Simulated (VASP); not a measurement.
Co, 1 atom in the cell. It takes space group P6/mmm (No. 191, hexagonal). Conventional cell: a = 2.153 Å, b = 2.153 Å, c = 2.036 Å, α = 90.00°, β = 90.00°, γ = 120.00°. Within 2.7 Å of Co (site symmetry 6/mmm) lie 8 Co at 2.04 to 2.15 Å. This isn't the form of Co at room conditions, which is hcp.

| Quantity | Value |
| --- | --- |
| Program | VASP 6.6.1 |
| Task | relaxation of shape and atoms at fixed volume |
| Functional | PBE |
| Potentials or basis | VASP PAW PBE potentials, release 64 (Co) |
| Cutoff | 600 eV |
| k mesh | 18 × 18 × 17 |
| Occupations | fermi-dirac, width 0.1 eV |
| Spin | collinear spin, ferromagnetic start |
| Starting moments | [1.7] μB |
| Dipole correction | no |
| Further INCAR settings | ALGO = Normal; EDIFF = 1e-06; IBRION = 2; EDIFFG = -0.005; NSW = 50; ISIF = 4 |

Potentials or basis: VASP PAW PBE potentials, release 64 (Co).

Launch:

```console
$ cat potpaw_PBE.64/Co/POTCAR > POTCAR
$ mpirun -np 1 vasp_std > vasp.out
```

Hardware: 1 thread of Intel Xeon 8259CL, on a shared host.

Problem. Estimate the wall time of this run.

Solution. Run time: 2.6 min on 1 thread of Intel Xeon 8259CL, on a shared host, peak memory 0.17 GiB. Counts: scf iterations 32, k points 333, ion steps 3.
